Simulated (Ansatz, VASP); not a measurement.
## Rh: VASP beside Ansatz

```xyz
1
Lattice="0.0000 1.9000 1.9000 1.9000 0.0000 1.9000 1.9000 1.9000 0.0000" Properties=species:S:1:pos:R:3 pbc="T T T"
Rh    0.0000    0.0000    0.0000
```

Alike in both runs: functional r2SCAN; k mesh 24 × 24 × 24; occupations gaussian, width 0.1 eV; no spin polarisation.

Ansatz relaxed the structure, and its values are those at the end. VASP's run is a single point on that final structure, the one shown.

|  | VASP | Ansatz |
| --- | --- | --- |
| version | VASP 6.6.1 | Ansatz 0.2.0 |
| potentials or method | VASP PAW PBE potentials, release 64 (Rh_sv_GW), cutoff 580 eV | scalar-relativistic, plane waves, PAW |
| valence electrons in the cell | 17 | 17 |

|  | VASP | Ansatz | Ansatz less VASP |
| --- | --- | --- | --- |
| gap on the k mesh at the Fermi level (eV) | none | none | - |
| pressure (GPa) | -1.7 | 0.0 | +1.65 |

VASP's potentials were made for PBE, not for r2SCAN. A gap of «none» marks a metal or a gap that the smearing closes. The functional is the same, so the differences come from potentials, cutoffs and numerics.
